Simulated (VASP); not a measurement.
# GaP (I-4m2) in VASP: notebook, part 2 of 2

VASP 6.6.1. Earlier steps stand in the parts before.

## Step 4: Single point, PBE (21.97 Å³/atom)

INCAR

```
ALGO = Normal
EDIFF = 1E-6
ENCUT = 520
GGA = PE
ISIF = 2
ISMEAR = 0
LASPH = True
LCHARG = False
LREAL = False
LWAVE = False
NBANDS = 16
NELM = 80
PREC = Accurate
SIGMA = 0.05
```

KPOINTS

```
k-points
0
Gamma
  10 10 10
```

POSCAR

```
GaP
1.0
    0.0000000000      2.9022252187      2.7511851538
    2.7511851538      0.0000000000      2.7511851538
    2.7511851538      2.9022252187      0.0000000000
Ga P
1 1
Direct
    0.0000000000      0.0000000000      0.0000000000
    0.7500000000      0.7500000000      0.7500000000
```

Potentials or basis: VASP PAW PBE potentials, release 64 (Ga_d, P).

Command:

```
> cat potpaw_PBE.64/Ga_d/POTCAR potpaw_PBE.64/P/POTCAR > POTCAR
> mpirun -np 1 vasp_std > vasp.out
```

OUTCAR:

```text
EDIFF = 1E-6
   ENCUT = 520
   GGA = PE
   ISIF = 2
   ISMEAR = 0
   LASPH = True
   LREAL = False
   NELM = 80
   PREC = Accurate

 ion  position               nearest neighbor table
   1  0.000  0.000  0.000-   2 2.43   2 2.43   2 2.43   2 2.43
   2  0.750  0.750  0.750-   1 2.43   1 2.43   1 2.43   1 2.43

  LATTYP: Found a body centered tetragonal cell.
 ALAT       =     3.8907633571
 C/A-ratio  =     1.4918538869

  Lattice vectors:

 A1 = (   0.0000000000,  -2.9022252187,   2.7511851538)
 A2 = (   0.0000000000,  -2.9022252187,  -2.7511851538)
 A3 = (   2.7511851538,   2.9022252187,   0.0000000000)

Analysis of symmetry for initial positions (statically):
=====================================================================
 Subroutine PRICEL returns:
 Original cell was already a primitive cell.

 Routine SETGRP: Setting up the symmetry group for a
 body centered tetragonal supercell.

 Subroutine GETGRP returns: Found  8 space group operations
 (whereof  8 operations were pure point group operations)
 out of a pool of 16 trial point group operations.

The static configuration has the point symmetry D_2d.

[... 162 lines left out ...]

 val. band max:        3.9543114619   @ k =   0.0000   0.0000   0.0000
 cond. band min:       4.9898733673   @ k =   0.0000   0.0000   0.0000
 fundamental gap:      1.0355619055
 Fermi energy:         4.1699824957

 k-point     1 :       0.0000    0.0000    0.0000
  band No.  band energies     occupation
      1     -10.5961      2.00000
      2     -10.5797      2.00000
      3     -10.5797      2.00000
      4     -10.5142      2.00000
      5     -10.5040      2.00000
      6      -8.0482      2.00000
[... 433 lines left out ...]
      3     -10.5474      2.00000
      4     -10.5319      2.00000
      5     -10.4914      2.00000
      6      -6.2378      2.00000
[... 8 lines left out ...]
     15      15.2657      0.00000
     16      17.1184      0.00000

 [... further k-points ...]

------------------------ aborting loop because EDIFF is reached ----------------------------------------

  FORCE on cell =-STRESS in cart. coord.  units (eV):
  Direction    XX          YY          ZZ          XY          YZ          ZX
  --------------------------------------------------------------------------------------
  -------------------------------------------------------------------------------------
  Total       -0.6028207     -1.7403202     -0.6028207      0.0000000      0.0000000      0.0000000
  in kB      -21.9835570    -63.4656904    -21.9835570      0.0000000      0.0000000      0.0000000
  external PRESSURE =     -35.8109348 kB  Pullay stress =       0.0000000 kB

 VOLUME and BASIS-vectors are now :
 -----------------------------------------------------------------------------
  energy-cutoff  :      520.00
  volume of cell :       43.93
      direct lattice vectors                 reciprocal lattice vectors
     0.000000000  2.902225219  2.751185154    -0.181739858  0.172281599  0.181739858
     2.751185154  0.000000000  2.751185154     0.181739858 -0.172281599  0.181739858
     2.751185154  2.902225219  0.000000000     0.181739858  0.172281599 -0.181739858

 POSITION                                       TOTAL-FORCE (eV/Angst)
 -----------------------------------------------------------------------------------
      0.00000      0.00000      0.00000        -0.000000     -0.000000     -0.000000
      4.12678      4.35334      4.12678         0.000000      0.000000      0.000000
 -----------------------------------------------------------------------------------
    total drift:                               -0.000002     -0.000002     -0.000002

  FREE ENERGIE OF THE ION-ELECTRON SYSTEM (eV)
  ---------------------------------------------------
  free  energy   TOTEN  =        -9.0827951465 eV

  energy  without entropy=       -9.0827951465  energy(sigma->0) =       -9.08279515
```

OSZICAR:

```text
N       E                     dE             d eps       ncg     rms          rms(c)
DAV:   1     0.810213205606E+02    0.81021E+02   -0.90484E+03  3368   0.156E+03
DAV:   2    -0.283366747501E+01   -0.83855E+02   -0.80020E+02  3728   0.311E+02
DAV:   3    -0.922072451439E+01   -0.63871E+01   -0.63651E+01  4120   0.659E+01
DAV:   4    -0.932898724451E+01   -0.10826E+00   -0.10824E+00  4152   0.939E+00
DAV:   5    -0.933107259787E+01   -0.20854E-02   -0.20853E-02  4152   0.112E+00    0.388E+00
DAV:   6    -0.910282143566E+01    0.22825E+00   -0.37964E-01  5136   0.957E+00    0.252E+00
DAV:   7    -0.908187726702E+01    0.20944E-01   -0.80780E-02  4280   0.180E+00    0.104E+00
DAV:   8    -0.908222737101E+01   -0.35010E-03   -0.11974E-02  3840   0.128E+00    0.139E-01
DAV:   9    -0.908263546034E+01   -0.40809E-03   -0.12572E-03  4192   0.506E-01    0.856E-02
DAV:  10    -0.908271751936E+01   -0.82059E-04   -0.10831E-04  4672   0.963E-02    0.447E-02
DAV:  11    -0.908279557791E+01   -0.78059E-04   -0.11056E-04  3912   0.873E-02    0.547E-03
DAV:  12    -0.908279514650E+01    0.43140E-06   -0.33436E-06  3992   0.220E-02
   1 F= -.90827951E+01 E0= -.90827951E+01  d E =-.468936E-12
```

Run time: 78 s. Hardware: 1 thread of Intel Xeon Platinum 8259CL at 2.50GHz (Skylake/Cascade Lake), shared host; peak memory 0.21 GiB.

Results:

* Free energy: -9.0828 eV
* Pressure: -3.6 GPa
* Band gap on the k mesh: 1.04 eV

Caveat: the cell stands under tension.

## Step 5: Single point, PBE (22.52 Å³/atom)

This run uses another cell than the first one, of 22.52 Å³/atom.

INCAR

```
PREC     = Accurate       # precision mode
ENCUT    = 520            # plane-wave cutoff, eV
EDIFF    = 1E-7           # SCF threshold, eV
ISMEAR   = 0              # smearing method
SIGMA    = 0.05           # smearing width, eV
LREAL    = F              # projectors in reciprocal space
LASPH    = T              # aspherical terms in the spheres
NELM     = 60             # most SCF steps
ALGO     = Normal         # electronic algorithm
ISIF     = 2              # what is computed and relaxed
LWAVE    = F              # write WAVECAR
LCHARG   = F              # write CHGCAR
GGA      = PE             # functional
NBANDS   = 16             # bands
```

KPOINTS

```
Automatic mesh
0
Gamma
  10 10 10
```

POSCAR

```
GaP
1.0
    0.0000000000      2.7741447779      2.8493680957
    2.8493680957      0.0000000000      2.8493680957
    2.8493680957      2.7741447779      0.0000000000
Ga P
1 1
Direct
    0.0000000000      0.0000000000      0.0000000000
    0.7500000000      0.7500000000      0.7500000000
```

Command:

```
> cat potpaw_PBE.64/Ga_d/POTCAR potpaw_PBE.64/P/POTCAR > POTCAR
> mpirun -np 1 vasp_std > vasp.out
```

Run time: 64 s. Hardware: 1 thread of Intel Xeon Platinum 8259CL at 2.50GHz (Skylake/Cascade Lake), shared host; peak memory 0.21 GiB.

It converged, with:

```
Free energy            : -9.0687 eV
Pressure               : -4.9 GPa
Band gap on the k mesh : 0.87 eV
```

Stress tensor (GPa, compression positive):
```
-5.51  0.00  0.00
 0.00 -3.70  0.00
 0.00  0.00 -5.51
```

Levels at points of the mesh, in eV from the valence-band top:
| k point | band 7 | band 8 | band 9 | band 10 | band 11 | band 12 |
| --- | --- | --- | --- | --- | --- | --- |
| (0.00, 0.00, 0.00) | -0.13 | -0.13 | 0.00 | 0.87 | 3.77 | 3.84 |
| (0.50, 0.00, 0.00) | -6.15 | -1.15 | -0.96 | 1.25 | 4.55 | 4.74 |
| (0.50, 0.50, 0.00) | -6.42 | -2.37 | -2.35 | 1.83 | 1.88 | 9.65 |
| (0.50, 0.00, 0.50) | -6.27 | -2.53 | -2.53 | 1.64 | 1.67 | 9.71 |

Caveat: the cell stands under tension.

## Step 6: Single point, PBE (22.52 Å³/atom)

This run uses another cell than the first one, of 22.52 Å³/atom.

INCAR

```
PREC = Accurate ; ENCUT = 520
EDIFF = 1E-7 ; ISMEAR = 0
SIGMA = 0.05 ; LREAL = False
LASPH = True ; NELM = 60
ALGO = Normal ; ISIF = 2
LWAVE = False ; LCHARG = False
GGA = PE ; NBANDS = 16
```

KPOINTS is that of step 5.

POSCAR

```
GaP
1.0
    0.0000000000      2.8748635183      2.7990103382
    2.7990103382      0.0000000000      2.7990103382
    2.7990103382      2.8748635183      0.0000000000
Ga P
1 1
Direct
    0.0000000000      0.0000000000      0.0000000000
    0.7500000000      0.7500000000      0.7500000000
```

Potentials or basis: VASP PAW PBE potentials, release 64 (Ga_d, P).

Command:

```
> cat potpaw_PBE.64/Ga_d/POTCAR potpaw_PBE.64/P/POTCAR > POTCAR
> mpirun -np 1 vasp_std > vasp.out
```

Run time: 64 s. Hardware: 1 thread of Intel Xeon Platinum 8259CL at 2.50GHz (Skylake/Cascade Lake), shared host; peak memory 0.21 GiB.

The run converged. Its results:

```
Free energy            : -9.0684 eV
Pressure               : -4.9 GPa
Band gap on the k mesh : 0.91 eV
```

Stress tensor (GPa, compression positive):
```
-4.25  0.00  0.00
 0.00 -6.21  0.00
 0.00  0.00 -4.25
```

Levels at points of the mesh, in eV from the valence-band top:
| k point | band 5 | band 6 | band 7 | band 8 | band 9 | band 10 | band 11 | band 12 | band 13 | band 14 |
| --- | --- | --- | --- | --- | --- | --- | --- | --- | --- | --- |
| (0.00, 0.00, 0.00) | -14.38 | -11.79 | -0.14 | 0.00 | 0.00 | 0.91 | 3.83 | 3.83 | 3.90 | 8.31 |
| (0.50, 0.00, 0.00) | -14.38 | -10.05 | -6.11 | -1.12 | -0.92 | 1.29 | 4.61 | 4.77 | 7.99 | 10.11 |
| (0.50, 0.50, 0.00) | -14.37 | -9.26 | -6.28 | -2.44 | -2.43 | 1.76 | 1.76 | 9.69 | 9.74 | 10.28 |
| (0.50, 0.00, 0.50) | -14.38 | -9.36 | -6.43 | -2.27 | -2.27 | 1.92 | 2.00 | 9.75 | 9.75 | 10.07 |

Caveat: the cell stands under tension. A hybrid or GW would open this gap; PBE tends to underestimate it.

## Step 7: The runs side by side

| cell | gap on the mesh (eV) | pressure (GPa) |
| --- | --- | --- |
| a = 3.979, b = 3.926 Å, angles 60.4, 59.1, 60.4°, 2 atoms | 1.11 | -3.6 |
| a = 3.944, b = 3.996 Å, angles 59.6, 60.9, 59.6°, 2 atoms | 1.07 | -3.6 |
| a = 3.999, b = 3.891 Å, angles 60.9, 58.2, 60.9°, 2 atoms | 1.04 | -3.6 |
| a = 3.977, b = 4.030 Å, angles 59.6, 60.9, 59.6°, 2 atoms | 0.87 | -4.9 |
| a = 4.012, b = 3.958 Å, angles 60.4, 59.1, 60.4°, 2 atoms | 0.91 | -4.9 |

Alike in all rows: task single point; level PBE; potentials or basis VASP PAW PBE potentials, release 64 (Ga_d, P); no spin polarisation; k mesh 10 × 10 × 10; cutoff (eV) 520; smearing gaussian 0.05 eV.

Caveats: the cell stands under tension.

Absolute energies hang on the potentials; compare differences alone.
